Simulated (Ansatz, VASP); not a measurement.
**TiC in VASP and in Ansatz**

```
Ti C
1.0
     0.00000    2.16400    2.18564
     2.16400    0.00000    2.18564
     2.16400    2.16400    0.00000
Ti C
1 1
Direct
  0.00000 0.00000 0.00000
  0.50000 0.50000 0.50000
```

Change from the starting cell: zz strain of +1 %.

Alike in both runs: task single point; functional PBEsol; k mesh 16 × 16 × 16; occupations fermi-dirac, width 0.03 eV; no spin polarisation.

|  | VASP | Ansatz |
| --- | --- | --- |
| version | VASP 6.6.1 | Ansatz 0.2.0 |
| potentials or method | VASP PAW PBE potentials, release 64 (Ti_sv, C), cutoff 520 eV | all-electron LAPW, scalar-relativistic |

|  | VASP | Ansatz | Ansatz less VASP |
| --- | --- | --- | --- |
| pressure (GPa) | -8.2 | -8.5 | -0.31 |
| traceless stress, the component that is largest in VASP (GPa) | -2.29 | -2.27 | +0.012 |

VASP's potentials were made for PBE, not for PBEsol. Ansatz ran all-electron here, and VASP with PAW potentials.
